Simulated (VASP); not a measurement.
LaScSe2, 4 atoms in the cell. Symmetry: R-3m, No. 166, trigonal system. The conventional cell has a = 3.925 Å, b = 3.925 Å, c = 22.273 Å, α = 90.00°, β = 90.00°, γ = 120.00°. Se (site symmetry 3m) has 3 La at 2.70 Å and 3 Sc at 3.20 Å within 3.6 Å. La (site symmetry -3m) has 6 Se at 2.70 Å within 3.6 Å. Sc (site symmetry -3m) has 6 Se at 3.20 Å and 6 Sc at 3.92 Å within 4.2 Å. 

- Program: VASP 6.6.1
- Task: single point
- Functional: PBE
- Potentials or basis: VASP PAW PBE potentials, release 64 (Se, La, Sc_sv)
- Cutoff: 520 eV
- k mesh: 6 × 6 × 6
- Occupations: methfessel-paxton, width 0.15 eV
- Spin: no spin polarisation
- Dipole correction: no
- Further INCAR settings: ALGO = Normal; EDIFF = 1e-06; NBANDS = 25

Potentials or basis: VASP PAW PBE potentials, release 64 (Se, La, Sc_sv).

Run with:

```sh
$ cat potpaw_PBE.64/Se/POTCAR potpaw_PBE.64/La/POTCAR potpaw_PBE.64/Sc_sv/POTCAR > POTCAR
$ mpirun -np 1 vasp_std > vasp.out
```

Hardware: 1 thread of Intel(R) Xeon(R) Platinum 8375C CPU @ 2.90GHz (Ice Lake), with other jobs on the host.

Task: Estimate the wall time of this run.

Result: It took 87 s on 1 thread of Intel(R) Xeon(R) Platinum 8375C CPU @ 2.90GHz (Ice Lake), with other jobs on the host, peak memory 0.29 GiB. Counts: scf iterations 17, k points 32.
